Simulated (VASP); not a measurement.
Write the native input for VASP 6.6.1 that does the following.

| Item | Value |
| --- | --- |
| Task | relaxation of cell and atoms |
| Functional | PBE |
| Potentials or basis | VASP PAW PBE potentials, release 64 (Cu) |
| Cutoff | 600 eV |
| k mesh | 20 × 20 × 20 |
| Occupations | gaussian, width 0.1 eV |
| Spin | no spin polarisation |
| Dipole correction | no |
| Further INCAR settings | ALGO = Normal; EDIFF = 1e-07; IBRION = 2; EDIFFG = -0.002; NSW = 100; ISIF = 3 |

The structure of Cu lies in POSCAR:

```
Cu
1.0
    0.0000000000      1.8135739156      1.8135739156
    1.8135739156      0.0000000000      1.8135739156
    1.8135739156      1.8135739156      0.0000000000
Cu
1
Direct
    0.0000000000      0.0000000000      0.0000000000
```

One way to write it, as run:

INCAR

```
  ALGO = Normal
  EDIFF = 1E-7
  EDIFFG = -0.002
  ENCUT = 600
  GGA = PE
  GGA_COMPAT = False
  IBRION = 2
  ISIF = 3
  ISMEAR = 0
  LASPH = True
  LCHARG = False
  LREAL = False
  LWAVE = False
  NELM = 120
  NELMIN = 4
  NSW = 100
  PREC = Accurate
  SIGMA = 0.1
```

KPOINTS

```
k-points
0
Gamma
  20 20 20
```

Potentials or basis: VASP PAW PBE potentials, release 64 (Cu).

Launch:

```console
$ cat potpaw_PBE.64/Cu/POTCAR > POTCAR
$ mpirun -np 1 vasp_std > vasp.out
```

Results of the run:

```yaml
Relaxed_volume: 12.01 Å³/atom
Relaxed_cell: a = 2.570 Å, b = 2.570 Å, c = 2.570 Å, α = 60.00°, β = 60.00°, γ = 60.00°
Space_group_after_relaxing_to_0.05_Å: Fm-3m (No. 225)
Energy_gained_by_relaxing: 0.2 meV/atom
Ionic_steps: 3
Pressure_after_relaxing: 0.0 GPa
```

Run time: 40 s on 1 thread of Intel(R) Xeon(R) Platinum 8488C (Sapphire Rapids) (shared host), peak memory 0.16 GiB.
